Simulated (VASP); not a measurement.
Input of a VASP 6.6.1 run:

Contents of INCAR:

```
SYSTEM = SnGe2
PREC = Accurate
ENCUT = 520
EDIFF = 1E-6
ISMEAR = -1
SIGMA = 0.15
LREAL = .False.
LASPH = .True.
NELM = 100
ALGO = Normal
ISIF = 2
LWAVE = .False.
LCHARG = .False.
GGA = PE
NBANDS = 28
```

File KPOINTS:

```
Automatic mesh
0
Gamma
  12 12 12
  0 0 0
```

POSCAR

```
SnGe2
1.0
    0.0000000000      3.3003832222      3.3003832222
    3.3003832222      0.0000000000      3.3003832222
    3.3003832222      3.3003832222      0.0000000000
Sn Ge
1 2
Direct
    0.0000000000      0.0000000000      0.0000000000
    0.7500000000      0.7500000000      0.7500000000
    0.2500000000      0.2500000000      0.2500000000
```

Potentials or basis: VASP PAW PBE potentials, release 64 (Sn_d, Ge_d).

Command:

```sh
$ cat potpaw_PBE.64/Sn_d/POTCAR potpaw_PBE.64/Ge_d/POTCAR > POTCAR
$ mpirun -np 1 vasp_std > vasp.out
```

**Question.** What does it give for the band gap on the k mesh?

**Answer.** Zero (band 21 reaches 7.08 eV, above the bottom of band 22 at 5.36 eV).

**Question.** Estimate the pressure.

**Answer.** 5.0 GPa.

Caveat: spin-orbit coupling is left out, which moves the levels of the heavy elements.
